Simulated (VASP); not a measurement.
# Mg6O5 (a cell with a defect) in VASP: a series of runs, part 3 of 3

VASP 6.6.1. The steps go on from the part before.

### Step 5. Single point, PBEsol

Contents of INCAR:

```
SYSTEM = Mg6O5
  ALGO = Normal
  EDIFF = 1E-6
  ENCUT = 620
  GGA = PS
  GGA_COMPAT = .FALSE.
  ISIF = 2
  ISMEAR = 0
  LASPH = .TRUE.
  LCHARG = .FALSE.
  LREAL = .FALSE.
  LWAVE = .FALSE.
  NBANDS = 56
  NELM = 120
  PREC = Accurate
  SIGMA = 0.05
```

Contents of KPOINTS:

```
k-points
0
G
  4 4 4
  0 0 0
```

Contents of POSCAR:

```
Mg6O5
1.0
    5.5908553621      0.0000000000      0.0000000000
    0.0000000000      5.5908553621      0.0000000000
    0.0000000000      0.0000000000      5.5908553621
Mg O
6 5
Direct
    0.2500000000      0.0000000000      0.5000000000
    0.0000000000      0.5000000000      0.2500000000
    0.5000000000      0.7500000000      0.0000000000
    0.7500000000      0.0000000000      0.5000000000
    0.0000000000      0.5000000000      0.7500000000
    0.5000000000      0.2500000000      0.0000000000
    0.5000000000      0.0000000000      0.2500000000
    0.0000000000      0.7500000000      0.5000000000
    1.0000000000      0.4373977724      0.0000000000
    0.5000000000      0.0000000000      0.7500000000
    0.0000000000      0.2500000000      0.5000000000
```

Potentials or basis: VASP PAW PBE potentials, release 64 (Mg_sv, O).

Run with:

```bash
cat potpaw_PBE.64/Mg_sv/POTCAR potpaw_PBE.64/O/POTCAR > POTCAR
mpirun -np 1 vasp_std > vasp.out
```

OUTCAR:

```text
SYSTEM = Mg6O5
   EDIFF = 1E-6
   ENCUT = 620
   GGA = PS
   ISIF = 2
   ISMEAR = 0
   LASPH = .TRUE.
   LREAL = .FALSE.
   NELM = 120
   PREC = Accurate

 ion  position               nearest neighbor table
   1  0.250  0.000  0.500-   7 1.98   8 1.98  10 1.98  11 1.98
   2  0.000  0.500  0.250-   9 1.44   8 1.98  11 1.98
   3  0.500  0.750  0.000-   7 1.98  10 1.98
   4  0.750  0.000  0.500-   7 1.98   8 1.98  10 1.98  11 1.98
   5  0.000  0.500  0.750-   9 1.44   8 1.98  11 1.98
   6  0.500  0.250  0.000-   7 1.98  10 1.98
[... 1641 lines left out ...]
  external PRESSURE =     181.3807613 kB  Pullay stress =       0.0000000 kB

 VOLUME and BASIS-vectors are now :
 -----------------------------------------------------------------------------
  energy-cutoff  :      620.00
  volume of cell :      174.76
      direct lattice vectors                 reciprocal lattice vectors
     5.590855362  0.000000000  0.000000000     0.178863508  0.000000000  0.000000000
     0.000000000  5.590855362  0.000000000     0.000000000  0.178863508  0.000000000
     0.000000000  0.000000000  5.590855362     0.000000000  0.000000000  0.178863508

 POSITION                                       TOTAL-FORCE (eV/Angst)
 -----------------------------------------------------------------------------------
      1.39771      0.00000      2.79543        -0.166916      0.179022     -0.000000
      0.00000      2.79543      1.39771        -0.000000      4.216984     19.446101
      2.79543      4.19314      0.00000        -0.000000      0.643061     -0.000000
      4.19314      0.00000      2.79543         0.166916      0.179022     -0.000000
      0.00000      2.79543      4.19314        -0.000000      4.216984    -19.446101
      2.79543      1.39771      0.00000        -0.000000     -0.363296     -0.000000
      2.79543      0.00000      1.39771        -0.000000      0.009565     -0.227373
      0.00000      4.19314      2.79543        -0.000000      0.094627     -0.000000
      0.00000      2.44543      0.00000        -0.000000     -9.114685     -0.000000
      2.79543      0.00000      4.19314        -0.000000      0.009565      0.227373
      0.00000      1.39771      2.79543        -0.000000     -0.070849     -0.000000
 -----------------------------------------------------------------------------------
    total drift:                                0.000000     -0.000275      0.000000

  FREE ENERGIE OF THE ION-ELECTRON SYSTEM (eV)
  ---------------------------------------------------
  free  energy   TOTEN  =       -53.4877430602 eV

  energy  without entropy=      -53.4877121174  energy(sigma->0) =      -53.48772759
```

stdout:

```text
POSCAR found type information on POSCAR MgO
 POSCAR found :  2 types and      11 ions
 scaLAPACK will be used
 -----------------------------------------------------------------------------
|                                                                             |
|                                                                             |
|     You enforced a specific xc type in the INCAR file but a different       |
|     I HOPE YOU KNOW WHAT YOU ARE DOING!                                     |
|                                                                             |
 -----------------------------------------------------------------------------

 LDA part: xc-table for (Slater+PW92), standard interpolation
 POSCAR, INCAR and KPOINTS ok, starting setup
 FFT: planning ... GRIDC
 FFT: planning ... GRID_SOFT
 FFT: planning ... GRID
 WAVECAR not read
 entering main loop
```

Run time: 3.9 min. Hardware: 1 thread of AMD EPYC 9R45 (Zen 5), shared host; peak memory 0.43 GiB.

What came out:

```yaml
Free_energy: -53.4877 eV
Pressure: 18.1 GPa
Largest_force: 19.898 eV/Å
Band_gap_on_the_k_mesh: 0.18 eV
```

Forces on the atoms (eV/Å):
```
Mg   -0.167   0.179   0.000
Mg    0.000   4.217  19.446
Mg    0.000   0.643   0.000
Mg    0.167   0.179   0.000
Mg    0.000   4.217 -19.446
Mg    0.000  -0.363   0.000
O     0.000   0.010  -0.227
O     0.000   0.095   0.000
O     0.000  -9.115   0.000
O     0.000   0.010   0.227
O     0.000  -0.071   0.000
```

Caveat: the cell differs from its parent crystal (atoms taken out, atom 9 moved 0.500 of the way to it and -0.350 Å across, host rigid); atoms lie so close that the PAW spheres overlap strongly, which falsifies energies and pressures; the PAW data sets were made with another functional, which shifts forces and pressure a little.

### Step 6. Overview

```tsv
cell	gap on the mesh (eV)	pressure (GPa)	largest force (eV/Å)
as given, atomic positions A	0.29	14.1	14.87
as given, atomic positions B	0.11	21.2	23.80
as given, atomic positions C	0.21	17.8	19.94
as given, atomic positions D	0.18	18.1	19.90
```

Alike in all rows: task single point; level PBEsol; potentials or basis VASP PAW PBE potentials, release 64 (Mg_sv, O); no spin polarisation; k mesh 4 × 4 × 4; cutoff (eV) 620; smearing gaussian 0.05 eV.

Caveats: the PAW data sets were made with another functional, which shifts forces and pressure a little; atoms lie so close that the PAW spheres overlap strongly, which falsifies energies and pressures (at least some runs).

Total energies depend on the potentials used, so only differences within one code and one set of settings carry meaning.
